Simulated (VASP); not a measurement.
The system is SnSe, a slab with vacuum.

```
Sn Se
1.0
     4.28533    0.00000    0.00000
     0.00000    4.28533    0.00000
     0.00000    0.00000   10.99069
Sn Se
2 2
Cartesian
  2.1427 0.0000 4.0911
  0.0000 2.1427 6.8996
  2.1427 0.0000 6.7707
  0.0000 2.1427 4.2200
```

Base run:

| Quantity | Value |
| --- | --- |
| Program | VASP 6.6.1 |
| Functional | PBEsol |
| Potentials or basis | VASP PAW PBE potentials, release 64 (Sn_d, Se) |
| Cutoff | 520 eV |
| k mesh | 4 × 4 × 2 |
| Occupations | fermi-dirac, width 0.02 eV |
| Spin | no spin polarisation |

Its results: band gap on the k mesh 1.64 eV (least direct gap 1.68 eV); largest force 0.142 eV/Å.

Question: The run is repeated on the same cell with these changes: functional from PBEsol to LDA; potentials or basis from VASP PAW PBE potentials, release 64 (Sn_d, Se) to VASP PAW LDA potentials, release 64 (Sn_d, Se). What comes out?

Answer: Band gap on the k mesh 1.58 eV (least direct gap 1.63 eV); largest force 0.267 eV/Å.

Caveats: spin-orbit coupling is left out, which moves the levels of the heavy elements; the PAW data sets were made with another functional, which shifts forces and pressure a little (at least some runs).

A k mesh can miss the band edges.
